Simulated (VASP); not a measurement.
Set up this calculation in VASP 6.6.1, as the native input.

| Property | Result |
| --- | --- |
| Task | single point |
| Functional | PBE |
| Potentials or basis | VASP PAW PBE potentials, release 64 (Li_sv, F) |
| Cutoff | 750 eV |
| k mesh | 7 × 7 × 7 |
| Occupations | methfessel-paxton, width 0.01 eV |
| Spin | no spin polarisation |
| Dipole correction | no |
| Further INCAR settings | ALGO = Normal; EDIFF = 1e-06; NBANDS = 12 |

The structure of LiF lies in POSCAR:

```
LiF
1.0
    0.0000000000      2.0140000000      2.0140000000
    2.0140000000      0.0000000000      2.0140000000
    2.0140000000      2.0140000000      0.0000000000
Li F
1 1
Direct
    0.0000000000      0.0000000000      0.0000000000
    0.5000000000      0.5000000000      0.5000000000
```

The input as run:

INCAR

```
  ALGO = Normal
  EDIFF = 1E-6
  ENCUT = 750
  GGA = PE
  GGA_COMPAT = False
  ISIF = 2
  ISMEAR = 1
  LASPH = True
  LCHARG = False
  LREAL = False
  LWAVE = False
  NBANDS = 12
  NELM = 120
  PREC = Accurate
  SIGMA = 0.01
```

KPOINTS

```
k-points
0
Gamma
  7 7 7
```

Potentials or basis: VASP PAW PBE potentials, release 64 (Li_sv, F).

Command:

```bash
$ cat potpaw_PBE.64/Li_sv/POTCAR potpaw_PBE.64/F/POTCAR > POTCAR
$ mpirun -np 1 vasp_std > vasp.out
```

Results of the run:

- Pressure: 1.4 GPa
- Band gap on the k mesh: 9.08 eV

It took 5 s on 1 thread of Intel(R) Xeon(R) Platinum 8488C (Sapphire Rapids) (shared host), peak memory 0.15 GiB.
